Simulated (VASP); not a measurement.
Write the native input for VASP 6.6.1 that does the following.

| Item | Value |
| --- | --- |
| Task | single point |
| Functional | LDA |
| Potentials or basis | VASP PAW LDA potentials, release 64 (Ga_d, P) |
| Cutoff | 500 eV |
| k mesh | 10 × 10 × 10 |
| Occupations | gaussian, width 0.02 eV |
| Spin | no spin polarisation |
| Dipole correction | no |
| Further INCAR settings | ALGO = Normal; EDIFF = 1e-06; NBANDS = 16 |

The structure of GaP lies in POSCAR:

```
GaP
1.0
    0.0000000000      2.6957342107      2.6957342107
    2.6957342107      0.0000000000      2.6957342107
    2.6957342107      2.6957342107      0.0000000000
Ga P
1 1
Direct
    0.0000000000      0.0000000000      0.0000000000
    0.2500000000      0.2500000000      0.2500000000
```

The input as run:

INCAR

```
  PREC = Accurate
  ENCUT = 500
  EDIFF = 1E-6
  ISMEAR = 0
  SIGMA = 0.02
  LREAL = F
  LASPH = T
  NELM = 120
  ALGO = Normal
  ISIF = 2
  LWAVE = F
  LCHARG = T
  GGA = CA
  LELF = T
  LVHAR = T
  NBANDS = 16
  GGA_COMPAT = F
```

KPOINTS

```
regular mesh
0
Gamma
  10 10 10
```

Potentials or basis: VASP PAW LDA potentials, release 64 (Ga_d, P).

Run with:

```sh
$ cat potpaw_LDA.64/Ga_d/POTCAR potpaw_LDA.64/P/POTCAR > POTCAR
$ mpirun -np 1 vasp_std > vasp.out
```

It gave:

```yaml
Pressure: 0.1 GPa
Band_gap_on_the_k_mesh: 1.40 eV (least direct gap 1.91 eV)
```

It took 13 s on 1 thread of Intel(R) Xeon(R) Platinum 8559C (Emerald Rapids) (shared host), peak memory 0.15 GiB.
